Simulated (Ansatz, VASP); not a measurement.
## AlNi in VASP and in Ansatz

```
Al Ni
1.0
     2.88100    0.00000    0.00000
     0.00000    2.88100    0.00000
     0.00000    0.00000    2.88100
Al Ni
1 1
Cartesian
  0.0000 0.0000 0.0000
  1.4405 1.4405 1.4405
```

Alike in both runs: task single point; functional LDA; k mesh 12 × 12 × 12; occupations gaussian, width 0.05 eV; no spin polarisation.

|  | VASP | Ansatz |
| --- | --- | --- |
| version | VASP 6.6.1 | Ansatz 0.2.0 |
| potentials or method | VASP PAW LDA potentials, release 64 (Al, Ni), cutoff 600 eV | scalar-relativistic, plane waves, PAW |
| valence electrons in the cell | 13 | 21 |

Ansatz gave:

```
gap on the k mesh at the Fermi level (eV) : none
pressure (GPa)                            : -8.4
```

Question: Estimate VASP's values.

Answer: gap on the k mesh at the Fermi level (eV): none; pressure (GPa): -8.1.

LDA's correlation is that of Perdew and Zunger in VASP and of Perdew and Wang (1992) in Ansatz. A gap of «none» marks a metal or a gap that the smearing closes. VASP's potentials hold 13 valence electrons a cell and Ansatz's 21, so a difference there can come from the potentials and not from the codes.
